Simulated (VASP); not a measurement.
# Ga (I4/mmm) in VASP: further runs, part 2 of 3

VASP 6.6.1. Earlier steps stand in the parts before.

## 3. Electric field gradients, LDA (16.87 Å³/atom)

Input file INCAR:

```
SYSTEM = Ga
PREC = Accurate ; ENCUT = 520
EDIFF = 1E-8 ; ISMEAR = -1
SIGMA = 0.05 ; LREAL = .False.
LASPH = .True. ; NELM = 60
ALGO = Normal ; ISIF = 2
LWAVE = .False. ; LCHARG = .False.
GGA = CA ; LEFG = .True.
ISYM = 0 ; NBANDS = 12
```

Input file KPOINTS:

```
Automatic mesh
0
Gamma
  14 14 16
  0 0 0
```

Input file POSCAR:

```
Ga
1.0
   -1.3850247009      1.3850247009      2.1988746855
    1.3850247009     -1.3850247009      2.1988746855
    1.3850247009      1.3850247009     -2.1988746855
Ga
1
Direct
    0.0000000000      0.0000000000      0.0000000000
```

Potentials or basis: VASP PAW LDA potentials, release 64 (Ga_d).

Launch:

```
cat potpaw_LDA.64/Ga_d/POTCAR > POTCAR
mpirun -np 1 vasp_std > vasp.out
```

OUTCAR:

```text
SYSTEM = Ga
   PREC = Accurate
   ENCUT = 520
   EDIFF = 1E-8
   ISMEAR = -1
   LREAL = .False.
   LASPH = .True.
   NELM = 60
   ISIF = 2
   GGA = CA
   ISYM = 0

 ion  position               nearest neighbor table
   1  0.000  0.000  0.000-

IMPORTANT INFORMATION: All symmetrisations will be switched off!
NOSYMM: (Re-)initialisation of all symmetry stuff for point group C_1.

----------------------------------------------------------------------------------------

                                     Primitive cell

  volume of cell :      16.8723

  direct lattice vectors                    reciprocal lattice vectors
    -1.385024701  1.385024701  2.198874685     0.000000000  0.361004392  0.227389038
     1.385024701 -1.385024701  2.198874685     0.361004392  0.000000000  0.227389038
     1.385024701  1.385024701 -2.198874685     0.361004392  0.361004392  0.000000000

  length of vectors
     2.944764291  2.944764291  2.944764291     0.426649676  0.426649676  0.510537307

  position of ions in fractional coordinates (direct lattice)
     0.000000000  0.000000000  0.000000000

  ion indices of the primitive-cell ions
   primitive index   ion index
                 1           1

----------------------------------------------------------------------------------------

 KPOINTS: Automatic mesh

Automatic generation of k-mesh.
 Grid dimensions read from file:
 generate k-points for:   14   14   16

 Generating k-lattice:

  Cartesian coordinates                     Fractional coordinates (reciprocal lattice)
     0.000000000  0.025786028  0.016242074     0.071428571  0.000000000  0.000000000
     0.025786028  0.000000000  0.016242074     0.000000000  0.071428571  0.000000000
     0.022562774  0.022562774  0.000000000     0.000000000  0.000000000  0.062500000

  Length of vectors
     0.030474977  0.030474977  0.031908582

  Shift w.r.t. Gamma in fractional coordinates (k-lattice)
     0.000000000  0.000000000  0.000000000

 -----------------------------------------------------------------------------
|                                                                             |
|           W    W    AA    RRRRR   N    N  II  N    N   GGGG   !!!           |
|           W    W   A  A   R    R  NN   N  II  NN   N  G    G  !!!           |
|           W    W  A    A  R    R  N N  N  II  N N  N  G       !!!           |
|           W WW W  AAAAAA  RRRRR   N  N N  II  N  N N  G  GGG   !            |
|           WW  WW  A    A  R   R   N   NN  II  N   NN  G    G                |
|           W    W  A    A  R    R  N    N  II  N    N   GGGG   !!!           |
|                                                                             |
|     Your reciprocal lattice and k-lattice belong to different lattice       |
|     classes:                                                                |
|                                                                             |
|        The reciprocal lattice is body-centered tetragonal,                  |
|        whereas your k-lattice is base-centered monoclinic.                  |
|                                                                             |
|     Results are often still useful ...                                      |
|                                                                             |
 -----------------------------------------------------------------------------

[... 75 lines left out ...]
  Fermi-wavevector in a.u.,A,eV,Ry     =   1.500828  2.836153 30.646894  2.252483
  Thomas-Fermi vector in A             =   2.612277
   LORBIT       =      0    0 simple, 1 ext, 2 COOP (PROOUT), +10 PAW based schemes
   GGA     = CA    functional components
   LHFCALC =     F    Hartree Fock is set to
   AEXX    =    0.0000 exact exchange contribution
   IVDW    =     0    specifies the selected vdW correction
   LEPSILON=     F    determine dielectric tensor
   LRPA    =     F    only Hartree local field effects (RPA)
 non-spin polarized calculation
  energy-cutoff  :      520.00
  volume of cell :       16.87
 maximum number of plane-waves:       469
 NGX is ok and might be reduce to    24
   NGX = 11   NGY = 11   NGZ = 11

 number of electron      13.0000006 magnetization

 Free energy of the ion-electron system (eV)
  ---------------------------------------------------
  ext. energy  EPLUGINS =         0.00000000
  ---------------------------------------------------
  free energy    TOTEN  =        -3.56378005 eV

  energy without entropy =       -3.56117953  energy(sigma->0) =       -3.56247979

 E-fermi :   6.4192     XC(G=0): -11.9090

 val. band max:        6.4074674945   @ k =  -0.0714   0.3571   0.3750
 cond. band min:       6.4431507487   @ k =   0.0714   0.2143   0.2500
 fundamental gap:      0.0356832541
 Fermi energy:         6.4192274588

 k-point     1 :       0.0000    0.0000    0.0000
  band No.  band energies     occupation
      1      -8.8085      2.00000
      2      -8.6620      2.00000
      3      -8.6615      2.00000
      4      -8.6348      2.00000
      5      -8.4823      2.00000
      6      -5.5433      2.00000
      7      19.7424      0.00000
      8      19.7430      0.00000
      9      19.7866      0.00000
     10      23.1984      0.00000
     11      23.3148      0.00000
     12      23.9476      0.00000
[... 331 lines left out ...]
 k-point    24 :       0.0714    0.1429    0.0000
  band No.  band energies     occupation
      1      -8.7808      2.00000
      2      -8.6755      2.00000
      3      -8.6392      2.00000
      4      -8.6046      2.00000
      5      -8.4951      2.00000
      6      -4.6584      2.00000
      7      14.1738      0.00000
      8      16.6214      0.00000
      9      18.8504      0.00000
     10      22.0389      0.00000
     11      22.7003      0.00000
     12      25.0025      0.00000

 [... further k-points ...]

------------------------ aborting loop because EDIFF is reached ----------------------------------------

  FORCE on cell =-STRESS in cart. coord.  units (eV):
  Direction    XX          YY          ZZ          XY          YZ          ZX
  --------------------------------------------------------------------------------------
  -------------------------------------------------------------------------------------
  Total        0.1225930      0.1225932      0.0953511      0.0007398      0.0114370      0.0114368
  in kB       11.6412825     11.6412971      9.0544223      0.0702491      1.0860394      1.0860281
  external PRESSURE =      10.7790006 kB  Pullay stress =       0.0000000 kB

 VOLUME and BASIS-vectors are now :
 -----------------------------------------------------------------------------
  energy-cutoff  :      520.00
  volume of cell :       16.87
      direct lattice vectors                 reciprocal lattice vectors
    -1.385024701  1.385024701  2.198874685     0.000000000  0.361004392  0.227389038
     1.385024701 -1.385024701  2.198874685     0.361004392  0.000000000  0.227389038
     1.385024701  1.385024701 -2.198874685     0.361004392  0.361004392  0.000000000

 POSITION                                       TOTAL-FORCE (eV/Angst)
 -----------------------------------------------------------------------------------
      0.00000      0.00000      0.00000        -0.000000     -0.000000     -0.000000
 -----------------------------------------------------------------------------------
    total drift:                               -0.000000     -0.000000     -0.000000

  FREE ENERGIE OF THE ION-ELECTRON SYSTEM (eV)
  ---------------------------------------------------
  free  energy   TOTEN  =        -3.5637800489 eV

  energy  without entropy=       -3.5611795300  energy(sigma->0) =       -3.56247979

 Electric field gradients (V/A^2)
---------------------------------------------------------------------
 ion       V_xx      V_yy      V_zz      V_xy      V_xz      V_yz
---------------------------------------------------------------------
   1     -10.931   -10.931    21.863    -0.375     0.076     0.076
---------------------------------------------------------------------

 Electric field gradients after diagonalization (V/A^2)
 (convention: |V_zz| > |V_xx| > |V_yy|)
----------------------------------------------------------------------
 ion       V_xx      V_yy      V_zz     asymmetry (V_yy - V_xx)/ V_zz
----------------------------------------------------------------------
   1     -11.306   -10.557    21.863       0.034
----------------------------------------------------------------------

           NMR quadrupolar parameters

 Cq : quadrupolar parameter    Cq=e*Q*V_zz/h
 eta: asymmetry parameters     (V_yy - V_xx)/ V_zz
 Q  : nuclear electric quadrupole moment in mb (millibarn)
----------------------------------------------------------------------
 ion       Cq(MHz)       eta       Q (mb)
----------------------------------------------------------------------
   1       0.053       0.034       1.000
----------------------------------------------------------------------
```

Run time: 3.2 min. Hardware: 1 thread of Intel Xeon Platinum 8259CL at 2.50GHz (Skylake/Cascade Lake), shared host; peak memory 0.39 GiB.

What came out:

```yaml
Free_energy: -3.5638 eV
Pressure: 1.1 GPa
Band_gap_on_the_k_mesh: zero (an odd number of electrons rules out a gap without spin polarisation)
Largest_electric_field_gradient_by_atom: Ga +21.9 V/Å²
```

Stress tensor (GPa, compression positive):
```
1.16 0.01 0.11
0.01 1.16 0.11
0.11 0.11 0.91
```

Levels at points of the mesh, in eV from the Fermi level:
| k point | band 2 | band 3 | band 4 | band 5 | band 6 | band 7 | band 8 | band 9 | band 10 | band 11 |
| --- | --- | --- | --- | --- | --- | --- | --- | --- | --- | --- |
| (0.00, 0.00, 0.00) | -15.08 | -15.08 | -15.05 | -14.90 | -11.96 | 13.32 | 13.32 | 13.37 | 16.78 | 16.90 |
| (0.50, 0.00, 0.00) | -15.19 | -15.06 | -14.86 | -14.82 | -5.07 | -4.49 | 8.92 | 12.19 | 13.21 | 15.99 |
| (0.00, 0.50, 0.00) | -15.19 | -15.06 | -14.86 | -14.82 | -5.07 | -4.49 | 8.92 | 12.19 | 13.21 | 15.99 |
| (0.50, 0.50, 0.00) | -15.30 | -14.86 | -14.86 | -14.74 | -2.40 | -1.31 | 4.18 | 5.11 | 8.45 | 8.52 |
| (0.00, 0.00, 0.50) | -15.30 | -14.86 | -14.86 | -14.74 | -2.40 | -1.31 | 4.18 | 5.11 | 8.45 | 8.52 |
| (0.50, 0.00, 0.50) | -15.19 | -15.07 | -14.86 | -14.82 | -5.07 | -4.49 | 8.92 | 12.19 | 13.21 | 15.99 |
| (0.00, 0.50, 0.50) | -15.19 | -15.07 | -14.86 | -14.82 | -5.07 | -4.49 | 8.92 | 12.19 | 13.21 | 15.99 |
| (0.50, 0.50, 0.50) | -15.30 | -14.83 | -14.82 | -14.82 | -3.90 | -3.87 | 6.66 | 6.66 | 10.07 | 10.99 |

Electric field gradients, principal values (V/Å²):
| atom | least | middle | greatest (by size) |
| --- | --- | --- | --- |
| 1 Ga | -10.557 | -11.306 | 21.863 |

Caveat: without QUAD_EFG the Cq values of the log hold for a quadrupole moment of 1 mb, not for the nuclei.

(Part 2 of 3 ends here.)

The gap in the log of VASP goes by the Fermi energy; the results here count the filled bands.